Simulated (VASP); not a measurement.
# Rb3H (Pm-3m) in VASP: further runs

Runs on Rb3H. Level: PBE. Tasks: single point.

All numbers are computed with VASP 6.6.1; they aren't measurements. Logs are shortened: lines on timing, memory, paths and dates and some standing lists are left out, and cuts for length are marked.

## (1) The cell of the first run

Symmetry: Pm-3m, No. 221, cubic system. Conventional cell: a = 5.017 Å, b = 5.017 Å, c = 5.017 Å, α = 90.00°, β = 90.00°, γ = 90.00°. Rb (site symmetry 4/mmm) has 8 Rb at 3.55 Å and 4 H at 3.55 Å within 4.7 Å. Within 4.7 Å of H (site symmetry m-3m) lie 12 Rb at 3.55 Å.

## (2) Single point, PBE

Contents of INCAR:

```
  ALGO = Normal
  EDIFF = 1E-7
  ENCUT = 520
  GGA = PE
  ISIF = 2
  ISMEAR = 0
  LASPH = True
  LCHARG = False
  LREAL = False
  LWAVE = False
  NBANDS = 22
  NELM = 80
  PREC = Accurate
  SIGMA = 0.1
```

Contents of KPOINTS:

```
k-points
0
Gamma
  4 4 4
```

Contents of POSCAR:

```
Rb3H
1.0
    5.0168280199      0.0000000000      0.0000000000
    0.0000000000      5.0168280199      0.0000000000
    0.0000000000      0.0000000000      5.0168280199
Rb H
3 1
Direct
    0.0000000000      0.5000000000      0.5000000000
    0.5000000000      0.0000000000      0.5000000000
    0.5000000000      0.5000000000      0.0000000000
    0.0000000000      0.0000000000      0.0000000000
```

Potentials or basis: VASP PAW PBE potentials, release 64 (Rb_sv, H).

Launch:

```bash
$ cat potpaw_PBE.64/Rb_sv/POTCAR potpaw_PBE.64/H/POTCAR > POTCAR
$ mpirun -np 1 vasp_std > vasp.out
```

OUTCAR:

```text
EDIFF = 1E-7
   ENCUT = 520
   GGA = PE
   ISIF = 2
   ISMEAR = 0
   LASPH = True
   LREAL = False
   NELM = 80
   PREC = Accurate

 ion  position               nearest neighbor table
   1  0.000  0.500  0.500-   2 3.55   3 3.55   3 3.55   2 3.55   2 3.55   3 3.55   3 3.55   2 3.55

   2  0.500  0.000  0.500-   1 3.55   3 3.55   3 3.55   1 3.55   3 3.55   3 3.55   1 3.55   1 3.55

   3  0.500  0.500  0.000-   1 3.55   2 3.55   1 3.55   2 3.55   2 3.55   2 3.55   1 3.55   1 3.55

   4  0.000  0.000  0.000-

  LATTYP: Found a simple cubic cell.
 ALAT       =     5.0168280199

  Lattice vectors:

 A1 = (   5.0168280199,   0.0000000000,   0.0000000000)
 A2 = (   0.0000000000,   5.0168280199,   0.0000000000)
 A3 = (   0.0000000000,   0.0000000000,   5.0168280199)

Analysis of symmetry for initial positions (statically):
=====================================================================
 Subroutine PRICEL returns:
 Original cell was already a primitive cell.

 Routine SETGRP: Setting up the symmetry group for a
 simple cubic supercell.

 Subroutine GETGRP returns: Found 48 space group operations
 (whereof 48 operations were pure point group operations)
 out of a pool of 48 trial point group operations.

The static configuration has the point symmetry O_h .

Analysis of symmetry for dynamics (positions and initial velocities):
=====================================================================
 Subroutine PRICEL returns:
 Original cell was already a primitive cell.

 Routine SETGRP: Setting up the symmetry group for a
 simple cubic supercell.

 Subroutine GETGRP returns: Found 48 space group operations
 (whereof 48 operations were pure point group operations)
 out of a pool of 48 trial point group operations.

The dynamic configuration has the point symmetry O_h .

 Subroutine INISYM returns: Found 48 space group operations
 (whereof 48 operations are pure point group operations),
 and found     1 'primitive' translations

----------------------------------------------------------------------------------------

                                     Primitive cell

  volume of cell :     126.2664

  direct lattice vectors                    reciprocal lattice vectors
     5.016828020  0.000000000  0.000000000     0.199329137  0.000000000  0.000000000
     0.000000000  5.016828020  0.000000000     0.000000000  0.199329137  0.000000000
     0.000000000  0.000000000  5.016828020     0.000000000  0.000000000  0.199329137

  length of vectors
     5.016828020  5.016828020  5.016828020     0.199329137  0.199329137  0.199329137

  position of ions in fractional coordinates (direct lattice)
     0.000000000  0.500000000  0.500000000
     0.500000000  0.000000000  0.500000000
     0.500000000  0.500000000  0.000000000
     0.000000000  0.000000000  0.000000000

  ion indices of the primitive-cell ions
   primitive index   ion index
                 1           1
                 2           2
                 3           3
                 4           4

----------------------------------------------------------------------------------------

 KPOINTS: k-points

Automatic generation of k-mesh.
 Grid dimensions read from file:
 generate k-points for:    4    4    4

 Generating k-lattice:

  Cartesian coordinates                     Fractional coordinates (reciprocal lattice)
     0.049832284  0.000000000  0.000000000     0.250000000  0.000000000  0.000000000
     0.000000000  0.049832284  0.000000000     0.000000000  0.250000000  0.000000000
     0.000000000  0.000000000  0.049832284     0.000000000  0.000000000  0.250000000

  Length of vectors
     0.049832284  0.049832284  0.049832284

  Shift w.r.t. Gamma in fractional coordinates (k-lattice)
     0.000000000  0.000000000  0.000000000

 Subroutine IBZKPT returns following result:
 ===========================================

 Found     10 irreducible k-points:

 Following reciprocal coordinates:
            Coordinates               Weight
  0.000000  0.000000  0.000000      1.000000
  0.250000  0.000000  0.000000      6.000000
  0.500000  0.000000  0.000000      3.000000
  0.250000  0.250000  0.000000     12.000000
  0.500000  0.250000  0.000000     12.000000
  0.500000  0.500000  0.000000      3.000000
  0.250000  0.250000  0.250000      8.000000
  0.500000  0.250000  0.250000     12.000000
  0.500000  0.500000  0.250000      6.000000
  0.500000  0.500000  0.500000      1.000000
   k-points           NKPTS =     10   k-points in BZ     NKDIM =     10   number of bands    NBANDS=     22
   number of dos      NEDOS =    301   number of ions     NIONS =      4
   total plane-waves  NPLWV =  64000
   dimension x,y,z NGX =    40 NGY =   40 NGZ =   40
   dimension x,y,z NGXF=    80 NGYF=   80 NGZF=   80
   ions per type =               3   1
   NGX,Y,Z   is equivalent  to a cutoff of  13.26, 13.26, 13.26 a.u.
   NGXF,Y,Z  is equivalent  to a cutoff of  26.51, 26.51, 26.51 a.u.
 SYSTEM =  unknown system
   PREC   = accura    normal or accurate (medium, high low for compatibility)
   ISTART =      0    job   : 0-new  1-cont  2-samecut
   ICHARG =      2    charge: 1-file 2-atom 10-const
   ISPIN  =      1    spin polarized calculation?
   LNONCOLLINEAR =      F non collinear calculations
   LSORBIT =      F    spin-orbit coupling
   LASPH  =      T    aspherical Exc in radial PAW
   ENCUT  =  520.0 eV  38.22 Ry    6.18 a.u.   9.33  9.33  9.33*2*pi/ulx,y,z
   NELM   =     80;   NELMIN=  2; NELMDL= -5     # of ELM steps
   EDIFF  = 0.1E-06   stopping-criterion for ELM
   LREAL  =      F    real-space projection
   EDIFFG = 0.1E-05   stopping-criterion for IOM
   NSW    =      0    number of steps for IOM
   IBRION =     -1    ionic relax: 0-MD 1-quasi-New 2-CG
   NFREE  =      0    steps in history (QN), initial steepest desc. (CG)
   ISIF   =      2    stress and relaxation
   ISYM   =      2    0-nonsym 1-usesym 2-fastsym
   POTIM  = 0.5000    time-step for ionic-motion
   TEBEG  =    0.0;   TEEND  =   0.0 temperature during run
   PSTRESS=    0.0 pullay stress
   NELECT =      28.0000    total number of electrons
   NUPDOWN=      -1.0000    fix difference up-down
   EMIN   =  10.00;   EMAX   =-10.00  energy-range for DOS
   EFERMI =   0.00;   METHOD = LEGACY
   ISMEAR =     0;   SIGMA  =   0.10  broadening in eV -4-tet -1-fermi 0-gaus
   EFERMI_NEDOS =   21; number of points for ismear=-14 and -15
   IALGO  =     38    algorithm
   IMIX   =      4    mixing-type and parameters
     AMIX     =   0.40;   BMIX     =  1.00
     AMIX_MAG =   1.60;   BMIX_MAG =  1.00
  volume/ion in A,a.u.               =      31.57       213.02
  Fermi-wavevector in a.u.,A,eV,Ry     =   0.990904  1.872537 13.359437  0.981891
  Thomas-Fermi vector in A             =   2.122608
   LORBIT       =      0    0 simple, 1 ext, 2 COOP (PROOUT), +10 PAW based schemes
   GGA     = PE    functional components
   LHFCALC =     F    Hartree Fock is set to
   AEXX    =    0.0000 exact exchange contribution
   IVDW    =     0    specifies the selected vdW correction
   LEPSILON=     F    determine dielectric tensor
   LRPA    =     F    only Hartree local field effects (RPA)
 non-spin polarized calculation
 Gauss-broadening in eV      SIGMA  =   0.10
  energy-cutoff  :      520.00
  volume of cell :      126.27
 maximum number of plane-waves:      3448
 NGX is ok and might be reduce to    40
   NGX = 19   NGY = 19   NGZ = 19

 number of electron      28.0000002 magnetization

 Free energy of the ion-electron system (eV)
  ---------------------------------------------------
  ext. energy  EPLUGINS =         0.00000000
  ---------------------------------------------------
  free energy    TOTEN  =        -3.42636129 eV

  energy without entropy =       -3.41334998  energy(sigma->0) =       -3.41985563

 E-fermi :   3.1533     XC(G=0):  -7.8615

 val. band max:        3.1001022446   @ k =   0.2500   0.0000   0.0000
 cond. band min:       3.1836375303   @ k =   0.5000   0.5000   0.0000
 fundamental gap:      0.0835352857
 Fermi energy:         3.1532580734

 k-point     1 :       0.0000    0.0000    0.0000
  band No.  band energies     occupation
      1     -26.8220      2.00000
      2     -26.5216      2.00000
      3     -26.5216      2.00000
      4     -11.4533      2.00000
      5     -11.4533      2.00000
      6     -11.4533      2.00000
[... 14 lines left out ...]
     21       7.0226      0.00000
     22       7.0226      0.00000

 k-point     2 :       0.2500    0.0000    0.0000
  band No.  band energies     occupation
      1     -26.7843      2.00000
      2     -26.5604      2.00000
      3     -26.5209      2.00000
      4     -11.3580      2.00000
      5     -11.3580      2.00000
      6     -11.3165      2.00000
[... 14 lines left out ...]
     21       6.5489      0.00000
     22       6.5489      0.00000

 k-point     3 :       0.5000    0.0000    0.0000
  band No.  band energies     occupation
      1     -26.7230      2.00000
      2     -26.6228      2.00000
      3     -26.5201      2.00000
      4     -11.2233      2.00000
      5     -11.2233      2.00000
      6     -10.9751      2.00000
[... 14 lines left out ...]
     21       6.4328      0.00000
     22       6.4328      0.00000

 k-point     4 :       0.2500    0.2500    0.0000
  band No.  band energies     occupation
      1     -26.7506      2.00000
      2     -26.5716      2.00000
      3     -26.5428      2.00000
      4     -11.4467      2.00000
      5     -11.2571      2.00000
      6     -11.0774      2.00000
[... 14 lines left out ...]
     21       5.7906      0.00000
     22       6.2464      0.00000

 k-point     5 :       0.5000    0.2500    0.0000
  band No.  band energies     occupation
      1     -26.6931      2.00000
      2     -26.6217      2.00000
      3     -26.5496      2.00000
      4     -11.3546      2.00000
      5     -11.2260      2.00000
      6     -11.1043      2.00000
[... 14 lines left out ...]
     21       6.4640      0.00000
     22       6.4795      0.00000

 k-point     6 :       0.5000    0.5000    0.0000
  band No.  band energies     occupation
      1     -26.6215      2.00000
      2     -26.6207      2.00000
      3     -26.6207      2.00000
      4     -11.4439      2.00000
      5     -11.3789      2.00000
      6     -10.8296      2.00000
[... 14 lines left out ...]
     21       6.5555      0.00000
     22       6.5557      0.00000

 k-point     7 :       0.2500    0.2500    0.2500
  band No.  band energies     occupation
      1     -26.7220      2.00000
      2     -26.5707      2.00000
      3     -26.5707      2.00000
      4     -11.5959      2.00000
      5     -11.1198      2.00000
      6     -11.1198      2.00000
[... 14 lines left out ...]
     21       6.1117      0.00000
     22       6.1664      0.00000

 k-point     8 :       0.5000    0.2500    0.2500
  band No.  band energies     occupation
      1     -26.6713      2.00000
      2     -26.6207      2.00000
      3     -26.5698      2.00000
      4     -11.6248      2.00000
      5     -11.2453      2.00000
      6     -11.1693      2.00000
[... 14 lines left out ...]
     21       5.9990      0.00000
     22       6.3804      0.00000

 k-point     9 :       0.5000    0.5000    0.2500
  band No.  band energies     occupation
      1     -26.6200      2.00000
      2     -26.6196      2.00000
      3     -26.6196      2.00000
      4     -11.7620      2.00000
      5     -11.3710      2.00000
      6     -11.1993      2.00000
[... 14 lines left out ...]
     21       6.6219      0.00000
     22       6.7031      0.00000

 k-point    10 :       0.5000    0.5000    0.5000
  band No.  band energies     occupation
      1     -26.6186      2.00000
      2     -26.6186      2.00000
      3     -26.6186      2.00000
      4     -11.9572      2.00000
      5     -11.3630      2.00000
      6     -11.3630      2.00000
[... 14 lines left out ...]
     21       6.0471      0.00000
     22       6.7092      0.00000

------------------------ aborting loop because EDIFF is reached ----------------------------------------

  FORCE on cell =-STRESS in cart. coord.  units (eV):
  Direction    XX          YY          ZZ          XY          YZ          ZX
  --------------------------------------------------------------------------------------
  -------------------------------------------------------------------------------------
  Total        5.2175094      5.2175094      5.2175094      0.0000000      0.0000000     -0.0000000
  in kB       66.2042970     66.2042970     66.2042970      0.0000000      0.0000000     -0.0000000
  external PRESSURE =      66.2042970 kB  Pullay stress =       0.0000000 kB

 VOLUME and BASIS-vectors are now :
 -----------------------------------------------------------------------------
  energy-cutoff  :      520.00
  volume of cell :      126.27
      direct lattice vectors                 reciprocal lattice vectors
     5.016828020  0.000000000  0.000000000     0.199329137  0.000000000  0.000000000
     0.000000000  5.016828020  0.000000000     0.000000000  0.199329137  0.000000000
     0.000000000  0.000000000  5.016828020     0.000000000  0.000000000  0.199329137

 POSITION                                       TOTAL-FORCE (eV/Angst)
 -----------------------------------------------------------------------------------
      0.00000      2.50841      2.50841         0.000000      0.000000      0.000000
      2.50841      0.00000      2.50841         0.000000      0.000000      0.000000
      2.50841      2.50841      0.00000         0.000000      0.000000      0.000000
      0.00000      0.00000      0.00000         0.000000      0.000000      0.000000
 -----------------------------------------------------------------------------------
    total drift:                                0.000000     -0.000000     -0.000000

  FREE ENERGIE OF THE ION-ELECTRON SYSTEM (eV)
  ---------------------------------------------------
  free  energy   TOTEN  =        -3.4263612882 eV

  energy  without entropy=       -3.4133499779  energy(sigma->0) =       -3.41985563
```

Wall time 28 s (1 thread of AMD EPYC 7R13 (Zen 3), shared host); peak memory 0.2 GiB.

Results:

```yaml
Free_energy: -3.4264 eV
Pressure: 6.6 GPa
Band_gap_on_the_k_mesh: zero (bands 14 and 15 overlap by 0.21 eV)
```

Caveat: the cell stands under pressure.

## (3) Single point, PBE

This run uses another cell than the first one, of 58.14 Å³/atom.

Contents of INCAR:

```
SYSTEM = Rb3H
PREC = Accurate ; ENCUT = 520
EDIFF = 1E-6 ; ISMEAR = 0
SIGMA = 0.1 ; LREAL = .False.
LASPH = .True. ; NELM = 80
ALGO = Normal ; ISIF = 2
LWAVE = .False. ; LCHARG = .False.
GGA = PE ; NBANDS = 22
```

Contents of KPOINTS:

```
regular mesh
0
Gamma
  4 4 4
  0 0 0
```

Contents of POSCAR:

```
Rb3H
1.0
    6.1496201393      0.0000000000      0.0000000000
    0.0000000000      6.1496201393      0.0000000000
    0.0000000000      0.0000000000      6.1496201393
Rb H
3 1
Direct
    0.0000000000      0.5000000000      0.5000000000
    0.5000000000      0.0000000000      0.5000000000
    0.5000000000      0.5000000000      0.0000000000
    0.0000000000      0.0000000000      0.0000000000
```

Potentials or basis: VASP PAW PBE potentials, release 64 (Rb_sv, H).

Launch:

```bash
$ cat potpaw_PBE.64/Rb_sv/POTCAR potpaw_PBE.64/H/POTCAR > POTCAR
$ mpirun -np 1 vasp_std > vasp.out
```

It took 53 s on 1 thread of AMD EPYC 7R13 (Zen 3), shared host; peak memory 0.29 GiB.

It converged, with:

* Free energy: -4.9714 eV
* Pressure: 0.1 GPa
* Band gap on the k mesh: zero (bands 14 and 15 overlap by 0.40 eV)

Levels at points of the mesh, in eV from the Fermi level:
```tsv
k point	band 11	band 12	band 13	band 14	band 15	band 16	band 17	band 18
(0.00, 0.00, 0.00)	-13.28	-13.28	-2.83	-0.98	1.16	1.16	1.50	1.99
(0.50, 0.00, 0.00)	-13.30	-13.30	-2.22	-1.27	0.81	1.00	1.93	1.93
(0.50, 0.50, 0.00)	-13.31	-13.27	-2.00	-0.16	-0.05	-0.05	2.03	2.14
(0.50, 0.50, 0.50)	-13.27	-13.27	-1.99	0.35	0.35	0.35	0.97	1.45
```

The gap in the log of VASP goes by the Fermi energy; the results here count the filled bands.